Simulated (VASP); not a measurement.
Write the native input for VASP 6.6.1 that does the following.

```
Task                   : single point
Functional             : LDA
Potentials or basis    : VASP PAW LDA potentials, release 64 (Zn, Ag)
Cutoff                 : 520 eV
k mesh                 : 9 × 9 × 3
Occupations            : fermi-dirac, width 0.1 eV
Spin                   : no spin polarisation
Dipole correction      : no
Further INCAR settings : ALGO = Normal; EDIFF = 1e-06; NBANDS = 32
```

The structure of Zn3Ag lies in POSCAR:

```
Zn3Ag
1.0
    2.9028479016      0.0000000000      0.0000000000
   -1.4514188527      2.5139369827      0.0000000000
    0.0000000000      0.0000000000      8.7262645755
Zn Ag
3 1
Direct
    0.6666666667      0.3333333333      0.5000000000
    0.3333333333      0.6666666667      0.2568000000
    0.3333333333      0.6666666667      0.7432000000
    0.6666666667      0.3333333333      0.0000000000
```

These files were run (other wordings do the same):

INCAR

```
SYSTEM = Zn3Ag
PREC     = Accurate       ! precision mode
ENCUT    = 520            ! plane-wave cutoff, eV
EDIFF    = 1E-6           ! SCF threshold, eV
ISMEAR   = -1             ! smearing method
SIGMA    = 0.1            ! smearing width, eV
LREAL    = .False.        ! projectors in reciprocal space
LASPH    = .True.         ! aspherical terms in the spheres
NELM     = 60             ! most SCF steps
ALGO     = Normal         ! electronic algorithm
ISIF     = 2              ! what is computed and relaxed
LWAVE    = .False.        ! write WAVECAR
LCHARG   = .True.         ! write CHGCAR
GGA      = CA             ! functional
LELF     = .True.         ! ELF
LVHAR    = .True.       
NBANDS   = 32             ! bands
```

KPOINTS

```
regular mesh
0
Gamma
  9 9 3
  0 0 0
```

Potentials or basis: VASP PAW LDA potentials, release 64 (Zn, Ag).

Launch:

```console
$ cat potpaw_LDA.64/Zn/POTCAR potpaw_LDA.64/Ag/POTCAR > POTCAR
$ mpirun -np 1 vasp_std > vasp.out
```

Results of the run:

The pressure is -9.9 GPa and the largest force is 0.071 eV/Å.

It took 33 s on 1 thread of Intel(R) Xeon(R) Platinum 8259CL CPU @ 2.50GHz (Skylake/Cascade Lake), with other jobs on the host, peak memory 0.19 GiB.
